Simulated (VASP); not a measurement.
# Ti2O (P-3m1) in VASP: further runs, part 2 of 2

VASP 6.6.1.

## Step 4: Single point, r2SCAN (biaxial strain in the a-b plane: +2.0 %)

The input, POSCAR:

```
Ti2O
1.0
    3.0104634655      0.0000000000      0.0000000000
   -1.5052317328      2.6071378383      0.0000000000
    0.0000000000      0.0000000000      4.7562364010
Ti O
2 1
Direct
    0.6666666667      0.3333333333      0.2673532666
    0.3333333333      0.6666666667      0.7326467334
    0.0000000000      0.0000000000      0.0000000000
```

The input, INCAR.step1:

```
SYSTEM = Ti2O
PREC = Accurate
ENCUT = 520
ISMEAR = 0
SIGMA = 0.1
LREAL = .FALSE.
LASPH = .TRUE.
NELM = 60
NBANDS = 22
GGA = PE
ALGO = Normal
EDIFF = 1E-4
LWAVE = .TRUE.
LCHARG = .FALSE.
```

The input, INCAR.step2:

```
SYSTEM = Ti2O
PREC = Accurate
ENCUT = 520
EDIFF = 1E-6
ISMEAR = 0
SIGMA = 0.1
LREAL = .FALSE.
LASPH = .TRUE.
NELM = 60
ALGO = Normal
ISIF = 2
LWAVE = .FALSE.
LCHARG = .FALSE.
METAGGA = R2SCAN
LMIXTAU = .TRUE.
NBANDS = 22
ISTART = 1
```

The input, KPOINTS:

```
Automatic mesh
0
G
  24 24 12
  0 0 0
```

Potentials or basis: VASP PAW PBE potentials, release 64 (Ti_sv, O).

Run with:

```console
$ cat potpaw_PBE.64/Ti_sv/POTCAR potpaw_PBE.64/O/POTCAR > POTCAR
$ cp INCAR.step1 INCAR
$ mpirun -np 1 vasp_std > vasp.out
$ cp INCAR.step2 INCAR
$ mpirun -np 1 vasp_std > vasp.out
```

OUTCAR:

```text
SYSTEM = Ti2O
   PREC = Accurate
   ENCUT = 520
   EDIFF = 1E-6
   ISMEAR = 0
   LREAL = .FALSE.
   LASPH = .TRUE.
   NELM = 60
   ISIF = 2
   METAGGA = R2SCAN
   ISTART = 1

 ion  position               nearest neighbor table
   1  0.667  0.333  0.267-   3 2.15   3 2.15   3 2.15   2 2.81   2 2.81   2 2.81
   2  0.333  0.667  0.733-   3 2.15   3 2.15   3 2.15   1 2.81   1 2.81   1 2.81
   3  0.000  0.000  0.000-   1 2.15   2 2.15   1 2.15   2 2.15   1 2.15   2 2.15

  LATTYP: Found a hexagonal cell.
 ALAT       =     3.0104634655
 C/A-ratio  =     1.5799017180

  Lattice vectors:

 A1 = (   3.0104634655,   0.0000000000,   0.0000000000)
 A2 = (  -1.5052317328,   2.6071378383,   0.0000000000)
 A3 = (   0.0000000000,   0.0000000000,   4.7562364010)

Analysis of symmetry for initial positions (statically):
=====================================================================
 Subroutine PRICEL returns:
 Original cell was already a primitive cell.

 Routine SETGRP: Setting up the symmetry group for a
 hexagonal supercell.

[... 165 lines left out ...]
  free energy    TOTEN  =       -37.83634677 eV

  energy without entropy =      -37.83183979  energy(sigma->0) =      -37.83409328

 E-fermi :   9.7697     XC(G=0): -12.9927

 val. band max:        9.7627149547   @ k =   0.1250   0.0833   0.1667
 cond. band min:       9.7705937012   @ k =   0.0000   0.0833   0.3333
 fundamental gap:      0.0078787465
 Fermi energy:         9.7697481946

 k-point     1 :       0.0000    0.0000    0.0000
  band No.  band energies     occupation
      1     -49.9779      2.00000
      2     -49.8510      2.00000
      3     -25.5628      2.00000
      4     -24.9671      2.00000
      5     -24.9670      2.00000
      6     -24.8765      2.00000
[... 589 lines left out ...]
     21      12.7335      0.00000
     22      12.7560      0.00000

 [... further k-points ...]

------------------------ aborting loop because EDIFF is reached ----------------------------------------

  FORCE on cell =-STRESS in cart. coord.  units (eV):
  Direction    XX          YY          ZZ          XY          YZ          ZX
  --------------------------------------------------------------------------------------
  -------------------------------------------------------------------------------------
  Total       -1.5615302     -1.5615302      0.2133616      0.0000000     -0.0000000      0.0000000
  in kB      -67.0193447    -67.0193447      9.1572715      0.0000000     -0.0000000      0.0000000
  external PRESSURE =     -41.6271393 kB  Pullay stress =       0.0000000 kB

 VOLUME and BASIS-vectors are now :
 -----------------------------------------------------------------------------
  energy-cutoff  :      520.00
  volume of cell :       37.33
      direct lattice vectors                 reciprocal lattice vectors
     3.010463465  0.000000000  0.000000000     0.332174767  0.191781191  0.000000000
    -1.505231733  2.607137838  0.000000000     0.000000000  0.383562382  0.000000000
     0.000000000  0.000000000  4.756236401     0.000000000  0.000000000  0.210250273

 POSITION                                       TOTAL-FORCE (eV/Angst)
 -----------------------------------------------------------------------------------
      1.50523      0.86905      1.27160         0.000000      0.000000     -0.063084
     -0.00000      1.73809      3.48464        -0.000000     -0.000000      0.063084
      0.00000      0.00000      0.00000         0.000000      0.000000      0.000000
 -----------------------------------------------------------------------------------
    total drift:                                0.000000     -0.000000      0.000000

  FREE ENERGIE OF THE ION-ELECTRON SYSTEM (eV)
  ---------------------------------------------------
  free  energy   TOTEN  =       -37.8363467683 eV

  energy  without entropy=      -37.8318397885  energy(sigma->0) =      -37.83409328
```

OUTCAR.step1:

```text
SYSTEM = Ti2O
   PREC = Accurate
   ENCUT = 520
   ISMEAR = 0
   LREAL = .FALSE.
   LASPH = .TRUE.
   NELM = 60
[... 825 lines left out ...]
      1.50523      0.86905      1.27160        -0.000000     -0.000000     -0.193035
     -0.00000      1.73809      3.48464         0.000000      0.000000      0.193035
      0.00000      0.00000      0.00000        -0.000000      0.000000     -0.000000
 -----------------------------------------------------------------------------------
    total drift:                                0.000000     -0.000000      0.000000

  FREE ENERGIE OF THE ION-ELECTRON SYSTEM (eV)
  ---------------------------------------------------
  free  energy   TOTEN  =       -26.0488831101 eV

  energy  without entropy=      -26.0438974363  energy(sigma->0) =      -26.04639027
```

OSZICAR.step1:

```text
N       E                     dE             d eps       ncg     rms          rms(c)
DAV:   1     0.346742239195E+03    0.34674E+03   -0.15329E+04 29364   0.171E+03
DAV:   2     0.120875726754E+02   -0.33465E+03   -0.31998E+03 31082   0.481E+02
DAV:   3    -0.273311779334E+02   -0.39419E+02   -0.38521E+02 45868   0.146E+02
DAV:   4    -0.303483135973E+02   -0.30171E+01   -0.29983E+01 39048   0.363E+01
DAV:   5    -0.304740241354E+02   -0.12571E+00   -0.12569E+00 39218   0.629E+00    0.166E+01
DAV:   6    -0.262608658588E+02    0.42132E+01   -0.23359E+01 39162   0.456E+01    0.526E+00
DAV:   7    -0.260600594982E+02    0.20081E+00   -0.20080E+00 42064   0.109E+01    0.303E+00
DAV:   8    -0.260459120639E+02    0.14147E-01   -0.22529E-01 38594   0.401E+00    0.996E-01
DAV:   9    -0.260478530329E+02   -0.19410E-02   -0.41553E-02 43980   0.190E+00    0.484E-01
DAV:  10    -0.260488801672E+02   -0.10271E-02   -0.74066E-03 35172   0.721E-01    0.666E-02
DAV:  11    -0.260488831101E+02   -0.29429E-05   -0.59560E-04 41402   0.301E-01
   1 F= -.26048883E+02 E0= -.26046390E+02  d E =-.498567E-02
```

It took 9 min on 1 thread of Intel Xeon 6975P-C (Granite Rapids), shared host; peak memory 0.55 GiB.

What came out:

* Free energy: -37.8363 eV
* Pressure: -4.2 GPa
* Largest force: 0.063 eV/Å
* Band gap on the k mesh: zero (bands 15 and 16 overlap by 0.91 eV)

Forces in eV/Å, atoms in the order of the input:
```
Ti   0.000  0.000 -0.063
Ti   0.000  0.000  0.063
O    0.000  0.000  0.000
```

Stress tensor (GPa, compression positive):
```
-6.70  0.00  0.00
 0.00 -6.70  0.00
 0.00  0.00  0.92
```

Caveat: the cell differs from its parent crystal (biaxial strain in the a-b plane: +2.0 %); the stress differs along the axes, from -7 to 1 GPa; the PAW data sets were made with another functional, which shifts forces and pressure a little.

## Step 5: Single point, r2SCAN

This run uses another cell than the first one, of 12.10 Å³/atom.

The input, POSCAR:

```
Ti2O
1.0
    2.9552489632      0.0000000000      0.0000000000
   -1.4776244816      2.5593206766      0.0000000000
    0.0000000000      0.0000000000      4.7996841224
Ti O
2 1
Direct
    0.6666666667      0.3333333333      0.2676625819
    0.3333333333      0.6666666667      0.7323374181
    0.0000000000      0.0000000000      0.0000000000
```

The input, INCAR.step1:

```
  PREC = Accurate
  ENCUT = 1480
  ISMEAR = 0
  SIGMA = 0.1
  LREAL = False
  LASPH = True
  NELM = 120
  NBANDS = 22
  GGA = PE
  ALGO = Normal
  EDIFF = 1E-5
  LWAVE = True
  LCHARG = False
  GGA_COMPAT = False
```

The input, INCAR.step2:

```
  PREC = Accurate
  ENCUT = 1480
  EDIFF = 1E-6
  ISMEAR = 0
  SIGMA = 0.1
  LREAL = False
  LASPH = True
  NELM = 120
  ALGO = Normal
  ISIF = 2
  LWAVE = False
  LCHARG = False
  METAGGA = R2SCAN
  LMIXTAU = True
  NBANDS = 22
  ISTART = 1
  GGA_COMPAT = False
```

The input, KPOINTS:

```
Automatic mesh
0
Gamma
  6 6 4
```

Potentials or basis: VASP PAW PBE potentials, release 64 (Ti_sv, O_h).

Run with:

```console
$ cat potpaw_PBE.64/Ti_sv/POTCAR potpaw_PBE.64/O_h/POTCAR > POTCAR
$ cp INCAR.step1 INCAR
$ mpirun -np 1 vasp_std > vasp.out
$ cp INCAR.step2 INCAR
$ mpirun -np 1 vasp_std > vasp.out
```

It took 3.4 min on 1 thread of Intel Xeon Platinum 8488C (Sapphire Rapids), shared host; peak memory 0.38 GiB.

It converged, with:

- Free energy: -37.8667 eV
- Pressure: 1.3 GPa
- Largest force: 0.088 eV/Å
- Band gap on the k mesh: zero (bands 15 and 16 overlap by 0.86 eV)

Forces on the atoms (eV/Å):
```
Ti   0.000  0.000  0.088
Ti   0.000  0.000 -0.088
O    0.000  0.000  0.000
```

Stress tensor (GPa, compression positive):
```
1.40 0.00 0.00
0.00 1.40 0.00
0.00 0.00 1.07
```

Levels at points of the mesh, in eV from the Fermi level:
```tsv
k point	band 13	band 14	band 15	band 16	band 17	band 18
(0.00, 0.00, 0.00)	-4.21	-0.41	0.12	0.48	0.48	1.05
(0.50, 0.00, 0.00)	-2.81	-1.65	-0.84	1.10	1.73	2.82
(0.00, 0.00, 0.50)	-2.30	-1.95	0.09	0.09	1.11	1.90
(0.50, 0.00, 0.50)	-1.86	-1.60	-0.72	-0.58	0.96	2.75
```

Caveat: the k points lie up to 0.41 Å⁻¹ apart, too coarse for converged energies and pressures of a metal; the PAW data sets were made with another functional, which shifts forces and pressure a little.

## Step 6: Single point, r2SCAN (11.38 Å³/atom)

This run uses another cell than the first one, of 11.38 Å³/atom.

The input, POSCAR:

```
Ti2O
1.0
    2.8882416436      0.0000000000      0.0000000000
   -1.4441208218      2.5012906356      0.0000000000
    0.0000000000      0.0000000000      4.7253466108
Ti O
2 1
Direct
    0.6666666667      0.3333333333      0.2704313568
    0.3333333333      0.6666666667      0.7295686432
    0.0000000000      0.0000000000      0.0000000000
```

The input, INCAR.step1:

```
ALGO = Normal
EDIFF = 1E-4
ENCUT = 520
GGA = PE
ISMEAR = 0
LASPH = T
LCHARG = F
LREAL = F
LWAVE = T
NBANDS = 22
NELM = 100
PREC = Accurate
SIGMA = 0.1
```

The input, INCAR.step2:

```
ALGO = Normal
EDIFF = 1E-6
ENCUT = 520
ISIF = 2
ISMEAR = 0
ISTART = 1
LASPH = T
LCHARG = F
LMIXTAU = T
LREAL = F
LWAVE = F
METAGGA = R2SCAN
NBANDS = 22
NELM = 100
PREC = Accurate
SIGMA = 0.1
```

The input, KPOINTS:

```
k-points
0
Gamma
  18 18 10
```

Potentials or basis: VASP PAW PBE potentials, release 64 (Ti_sv, O).

Run with:

```console
$ cat potpaw_PBE.64/Ti_sv/POTCAR potpaw_PBE.64/O/POTCAR > POTCAR
$ cp INCAR.step1 INCAR
$ mpirun -np 1 vasp_std > vasp.out
$ cp INCAR.step2 INCAR
$ mpirun -np 1 vasp_std > vasp.out
```

Wall time 23 min (1 thread of Oxide Virtual Turin-like, shared host); peak memory 0.3 GiB.

Results (log left out):

```yaml
Free_energy: -37.7563 eV
Pressure: 15.1 GPa
Largest_force: 0.072 eV/Å
Band_gap_on_the_k_mesh: zero (bands 15 and 16 overlap by 1.07 eV)
```

Forces in eV/Å, atoms in the order of the input:
```
Ti   0.000  0.000  0.072
Ti   0.000  0.000 -0.072
O    0.000  0.000  0.000
```

Levels at points of the mesh, in eV from the Fermi level:
```
           k point  band 13  band 14  band 15  band 16  band 17  band 18
(0.00, 0.00, 0.00)    -4.09    -0.41     0.21     0.59     0.59     1.18
(0.50, 0.00, 0.00)    -2.97    -1.60    -0.68     1.22     1.99     3.21
(0.00, 0.00, 0.50)    -2.13    -2.06     0.20     0.20     1.30     2.14
(0.50, 0.00, 0.50)    -1.84    -1.57    -0.61    -0.60     1.10     3.15
```

Caveat: the cell stands under pressure; the PAW data sets were made with another functional, which shifts forces and pressure a little.

## Step 7: Summary

| potentials or basis | cell | k mesh | cutoff (eV) | gap on the mesh (eV) | pressure (GPa) | largest force (eV/Å) |
| --- | --- | --- | --- | --- | --- | --- |
| VASP PAW PBE potentials, release 64 (Ti_sv, O) | a = 3.012, b = 3.012, c = 4.900 Å, angles 90.0, 90.0, 120.0°, 3 atoms, atomic positions A | 18 × 18 × 10 | 520 | none | -9.5 | 0.05 |
| VASP PAW PBE potentials, release 64 (Ti_sv, O) | a = 3.051, b = 3.051, c = 4.955 Å, angles 90.0, 90.0, 120.0°, 3 atoms, atomic positions B | 18 × 18 × 10 | 520 | none | -14.9 | 0.05 |
| VASP PAW PBE potentials, release 64 (Ti_sv, O) | a = 3.010, b = 3.010, c = 4.756 Å, angles 90.0, 90.0, 120.0°, 3 atoms, atomic positions A | 24 × 24 × 12 | 520 | none | -4.2 | 0.06 |
| VASP PAW PBE potentials, release 64 (Ti_sv, O_h) | a = 2.955, b = 2.955, c = 4.800 Å, angles 90.0, 90.0, 120.0°, 3 atoms, atomic positions C | 6 × 6 × 4 | 1480 | none | 1.3 | 0.09 |
| VASP PAW PBE potentials, release 64 (Ti_sv, O) | a = 2.888, b = 2.888, c = 4.725 Å, angles 90.0, 90.0, 120.0°, 3 atoms, atomic positions D | 18 × 18 × 10 | 520 | none | 15.1 | 0.07 |

Alike in all rows: task single point; level r2SCAN; no spin polarisation; smearing gaussian 0.1 eV.

Caveats: some runs use coarse meshes; the PAW data sets were made with another functional, which shifts forces and pressure a little; the cell stands under tension (at least some runs); the stress differs along the axes, from -7 to 1 GPa (at least some runs); the cell stands under pressure (at least some runs).

Absolute energies hang on the potentials; compare differences alone.

The gap in the log of VASP goes by the Fermi energy; the results here count the filled bands.